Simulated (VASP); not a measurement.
Sc:

```
Sc
1.0
    -1.65664    1.65664    1.65664
     1.65664   -1.65664    1.65664
     1.65664    1.65664   -1.65664
Sc
1
Cartesian
  0.0000 0.0000 0.0000
```

| Quantity | Value |
| --- | --- |
| Program | VASP 6.6.1 |
| Task | relaxation of cell and atoms |
| Functional | PBEsol |
| Potentials or basis | VASP PAW PBE potentials, release 64 (Sc_sv) |
| Cutoff | 600 eV |
| k mesh | 8 × 8 × 8 |
| Occupations | gaussian, width 0.1 eV |
| Spin | no spin polarisation |

At the start: pressure 22.8 GPa; volume 18.19 Å³/atom.

**Question.** Where does the relaxation end?

**Answer.** Over 3 steps the energy falls by 338.9 meV/atom and the volume is 23.78 Å³/atom (+30.8 %); space group Im-3m (No. 229, to 0.05 Å).

Step by step:
```csv
step,energy change (eV),largest force (eV/Å),pressure (GPa),volume (Å³)
1,0.0000,0.0000,22.85,18.19
2,-0.3101,0.0000,-4.14,25.90
3,-0.3389,0.0000,0.07,23.78
```

Final structure:
```xyz
1
Lattice="-1.8116 1.8116 1.8116 1.8116 -1.8116 1.8116 1.8116 1.8116 -1.8116" Properties=species:S:1:pos:R:3 pbc="T T T"
Sc    0.0000    0.0000    0.0000
```

Caveat: the volume moved by over 15 % at a fixed basis, so the end points are rough; the PAW data sets were made with another functional, which shifts forces and pressure a little.
